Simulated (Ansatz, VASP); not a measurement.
This is a calculation of Ta for VASP 6.6.1.

INCAR

```
PREC     = Accurate       # precision mode
ENCUT    = 520            # plane-wave cutoff, eV
EDIFF    = 1E-6           # SCF threshold, eV
ISMEAR   = -1             # smearing method
SIGMA    = 0.05           # smearing width, eV
LREAL    = False          # projectors in reciprocal space
LASPH    = True           # aspherical terms in the spheres
NELM     = 100            # most SCF steps
ALGO     = Normal         # electronic algorithm
ISIF     = 2              # what is computed and relaxed
LWAVE    = False          # write WAVECAR
LCHARG   = True           # write CHGCAR
GGA      = CA             # functional
LELF     = True           # ELF
LVHAR    = True         
NBANDS   = 18             # bands
```

KPOINTS

```
regular mesh
0
Gamma
  11 11 5
```

POSCAR

```
Ta
1.0
    2.9195803945      0.0000000000      0.0000000000
   -1.4597901972      2.5284307900      0.0000000000
    0.0000000000      0.0000000000      5.2004887322
Ta
2
Direct
    0.3333333333      0.6666666667      0.2500000000
    0.6666666667      0.3333333333      0.7500000000
```

Potentials or basis: VASP PAW LDA potentials, release 64 (Ta_pv).

Launch:

```bash
$ cat potpaw_LDA.64/Ta_pv/POTCAR > POTCAR
$ mpirun -np 1 vasp_std > vasp.out
```

Question: Set up the same calculation for Ansatz 0.2.0. Potentials there: all-electron LAPW, scalar-relativistic.

Answer: As run (the cutoff follows the program's own potentials):

Contents of input.yaml:

```yaml
crystal:
  lattice:
    - [2.9195803945, 0.0, 0.0]
    - [-1.4597901972, 2.52843079, 0.0]
    - [0.0, 0.0, 5.2004887322]
  atoms:
    - { symbol: Ta, position: [0.3333333333, 0.6666666667, 0.25] }
    - { symbol: Ta, position: [0.6666666667, 0.3333333333, 0.75] }
kpoints:
  mp_grid: { grid: [11, 11, 5] }
scf:
  occupations: { method: fermi_dirac, width: 0.05 }
hamiltonian:
  xc: lda
  pseudopotentials: { kind: all_electron, lapw: { basis_error: 0.001 } }
output:
  forces: true
  stress: true
  eigenvalues: true
```

Potentials or basis: all-electron LAPW, scalar-relativistic.

The run is started by

```bash
$ ansatz run input.yaml --threads 1 --pin off --max-ram 3072MiB --backend cpu --events-out ev --progress --plain --runs-dir out
```

Both were run:

|  | VASP | Ansatz | Ansatz less VASP |
| --- | --- | --- | --- |
| gap on the k mesh at the Fermi level (eV) | none | none | - |
| pressure (GPa) | -14.5 | -15.1 | -0.55 |
| traceless stress, the component that is largest in VASP (GPa) | 2.28 | 2.32 | +0.046 |

LDA's correlation is that of Perdew and Zunger in VASP and of Perdew and Wang (1992) in Ansatz. A gap of «none» marks a metal or a gap that the smearing closes. Ansatz ran all-electron here, and VASP with PAW potentials.

Neither program's run includes spin-orbit coupling.
